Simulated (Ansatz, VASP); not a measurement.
SiSn2: VASP beside Ansatz

INCAR

```
  PREC = Accurate
  ENCUT = 520
  EDIFF = 1E-8
  ISMEAR = -1
  SIGMA = 0.05
  LREAL = F
  LASPH = T
  NELM = 80
  ALGO = Normal
  ISIF = 2
  LWAVE = F
  LCHARG = F
  GGA = PE
  LEFG = T
  NBANDS = 23
```

Contents of KPOINTS:

```
regular mesh
0
Gamma
  10 10 10
```

The input POSCAR:

```
SiSn2
1.0
    0.0000000000      3.4148330286      3.4148330286
    3.4148330286      0.0000000000      3.4148330286
    3.4148330286      3.4148330286      0.0000000000
Si Sn
1 2
Direct
    0.0000000000      0.0000000000      0.0000000000
    0.2500000000      0.2500000000      0.2500000000
    0.7500000000      0.7500000000      0.7500000000
```

Input for Ansatz:

```yaml
crystal:
  lattice:
    - [0.0, 3.4148330286, 3.4148330286]
    - [3.4148330286, 0.0, 3.4148330286]
    - [3.4148330286, 3.4148330286, 0.0]
  atoms:
    - { symbol: Si, position: [0.0, 0.0, 0.0] }
    - { symbol: Sn, position: [0.25, 0.25, 0.25] }
    - { symbol: Sn, position: [0.75, 0.75, 0.75] }
kpoints:
  mp_grid: { grid: [10, 10, 10] }
  band_path:
    path:
      - [0.0, 0.0, 0.0]
      - [0.5, 0.0, 0.5]
      - [0.625, 0.25, 0.625]
      - [0.375, 0.375, 0.75]
      - [0.0, 0.0, 0.0]
      - [0.5, 0.5, 0.5]
      - [0.5, 0.25, 0.75]
      - [0.5, 0.0, 0.5]
    npoints: 8
scf:
  occupations: { method: fermi_dirac, width: 0.05 }
hamiltonian:
  xc: pbe
  pseudopotentials: { kind: paw }
output:
  forces: true
  stress: true
  eigenvalues: true
  efg: { contact_densities: true }
  populations: true
  bader: true
  dos: { projected: true, de: 0.2, e_range: [-14, 8] }
```

Alike in both runs: task electric field gradients; functional PBE; k mesh 10 × 10 × 10; occupations fermi-dirac, width 0.05 eV; no spin polarisation.

|  | VASP | Ansatz |
| --- | --- | --- |
| version | VASP 6.6.1 | Ansatz 0.2.0 |
| potentials or method | VASP PAW PBE potentials, release 64 (Si, Sn_d) | PAW with Ansatz's default frozen-core files, scalar-relativistic |
| plane-wave cutoff (eV) | 520 | 420 |
| valence electrons in the cell | 32 | 32 |

```csv
,VASP,Ansatz,Ansatz less VASP
pressure (GPa),0.0,0.0,+0.05
```
